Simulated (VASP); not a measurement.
## RbBr: single point with PBE

RbBr:

```
Rb Br
1.0
     4.13714    0.00000    0.00000
     0.00000    4.13714    0.00000
     0.00000    0.00000    4.19290
Rb Br
1 1
Direct
  0.93057 0.00000 0.00000
  0.57427 0.50000 0.50000
```

This cell differs from its parent crystal: atoms displaced along a vibrational mode, the cell strained.

```json
{
 "Program": "VASP 6.6.1",
 "Task": "single point",
 "Functional": "PBE",
 "Potentials or basis": "VASP PAW PBE potentials, release 64 (Rb_sv, Br)",
 "Cutoff": "520 eV",
 "k mesh": "6 × 6 × 6",
 "Occupations": "gaussian, width 0.05 eV",
 "Spin": "no spin polarisation",
 "Dipole correction": "no",
 "Further INCAR settings": "ALGO = Normal; EDIFF = 1e-07; NBANDS = 15"
}
```

The pressure is 2.0 GPa, the largest force is 0.458 eV/Å and the band gap on the k mesh is 4.05 eV (least direct gap 4.20 eV).

Forces on the atoms (eV/Å):
```
Rb   0.458  0.000  0.000
Br  -0.458  0.000  0.000
```

Stress tensor (GPa, compression positive):
```
1.53 0.00 0.00
0.00 2.44 0.00
0.00 0.00 2.11
```

Levels at points of the mesh, in eV from the valence-band top:
```tsv
k point	band 5	band 6	band 7	band 8	band 9	band 10	band 11	band 12
(0.00, 0.00, 0.00)	-8.98	-0.23	-0.21	-0.15	4.05	5.54	6.36	9.65
(0.50, 0.00, 0.00)	-8.96	-1.60	-0.25	-0.17	6.57	7.15	7.81	9.26
(0.00, 0.50, 0.00)	-8.95	-1.63	-0.38	-0.06	6.51	6.78	7.66	8.02
(0.50, 0.50, 0.00)	-8.92	-1.08	-1.00	-0.18	5.50	6.23	7.99	8.24
(0.00, 0.00, 0.50)	-8.95	-1.62	-0.31	-0.07	6.49	6.76	7.53	8.08
(0.50, 0.00, 0.50)	-8.91	-1.06	-1.01	-0.12	5.46	6.33	8.09	8.38
(0.00, 0.50, 0.50)	-8.95	-0.99	-0.96	0.00	5.48	6.75	8.15	8.20
(0.50, 0.50, 0.50)	-9.22	-1.23	-1.18	-1.16	7.36	7.37	8.44	9.72
```

It took 35 s on 1 thread of Intel(R) Xeon(R) Platinum 8375C CPU @ 2.90GHz (Ice Lake) (shared host), peak memory 0.22 GiB.

Caveat: the cell differs from its parent crystal (atoms displaced along a vibrational mode, the cell strained). A k mesh can miss the band edges.
